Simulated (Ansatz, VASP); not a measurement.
## One calculation of SnO2, two programs

File INCAR:

```
PREC     = Accurate       # precision mode
ENCUT    = 520            # plane-wave cutoff, eV
EDIFF    = 1E-6           # SCF threshold, eV
ISMEAR   = 0              # smearing method
SIGMA    = 0.05           # smearing width, eV
LREAL    = F              # projectors in reciprocal space
LASPH    = T              # aspherical terms in the spheres
NELM     = 60             # most SCF steps
ALGO     = Normal         # electronic algorithm
ISIF     = 2              # what is computed and relaxed
LWAVE    = F              # write WAVECAR
LCHARG   = F              # write CHGCAR
NBANDS   = 35             # bands
```

KPOINTS

```
regular mesh
0
Gamma
  6 6 8
```

Contents of POSCAR:

```
SnO2
1.0
    4.7201335122      0.0000000000      0.0000000000
    0.0000000000      4.7206343096      0.0000000000
    0.0000000000      0.0000000000      3.1888226875
Sn O
2 4
Direct
    0.5000000000      0.5000000000      0.5000000000
    0.0000000000      0.0000000000      0.0000000000
    0.2925542095      0.3196035427      0.0000000000
    0.7925542095      0.1803964573      0.5000000000
    0.2074457905      0.8196035427      0.5000000000
    0.7074457905      0.6803964573      0.0000000000
```

Input for Ansatz:

```yaml
crystal:
  lattice:
    - [4.7201335122, 0.0, 0.0]
    - [0.0, 4.7206343096, 0.0]
    - [0.0, 0.0, 3.1888226875]
  atoms:
    - { symbol: Sn, position: [0.5, 0.5, 0.5] }
    - { symbol: Sn, position: [0.0, 0.0, 0.0] }
    - { symbol: O, position: [0.2925542095, 0.3196035427, 0.0] }
    - { symbol: O, position: [0.7925542095, 0.1803964573, 0.5] }
    - { symbol: O, position: [0.2074457905, 0.8196035427, 0.5] }
    - { symbol: O, position: [0.7074457905, 0.6803964573, 0.0] }
basis:
  ecutwfc: 520.0
kpoints:
  mp_grid: { grid: [6, 6, 8] }
hamiltonian:
  xc: lda
  pseudopotentials: { kind: paw, azcp: { folder: soft_1 } }
scf:
  occupations: { method: gaussian, width: 0.05 }
output:
  forces: true
  stress: true
  eigenvalues: true
  write_density: true
  write_potential: true
  elf: true
  volumetric_format: npy
```

Change from the starting cell: mode 4 frozen in at -0.090 Å and mode 7 at +0.000 Å (largest displacements).

Alike in both runs: task single point; functional LDA; k mesh 6 × 6 × 8; occupations gaussian, width 0.05 eV; no spin polarisation.

|  | VASP | Ansatz |
| --- | --- | --- |
| version | VASP 6.6.1 | Ansatz 0.2.0 |
| potentials or method | VASP PAW LDA potentials, release 64 (Sn_d, O), cutoff 520 eV | scalar-relativistic, plane waves, PAW |
| valence electrons in the cell | 52 | 52 |

|  | VASP | Ansatz | Ansatz less VASP |
| --- | --- | --- | --- |
| gap on the k mesh at the Fermi level (eV) | 1.27 | 1.24 | -0.025 |
| least direct gap on the mesh (eV) | 1.27 | 1.24 | -0.025 |
| pressure (GPa) | 0.9 | -0.4 | -1.37 |
| traceless stress, the component that is largest in VASP (GPa) | -0.67 | -0.51 | +0.168 |
| rms of the force components (eV/Å) | 0.026 | 0.032 | +0.0051 |

Ansatz warns that its potentials were made for another functional, while VASP's fit it. LDA's correlation is that of Perdew and Zunger in VASP and of Perdew and Wang (1992) in Ansatz. Atom by atom the forces differ by 0.013 eV/Å (rms over components).
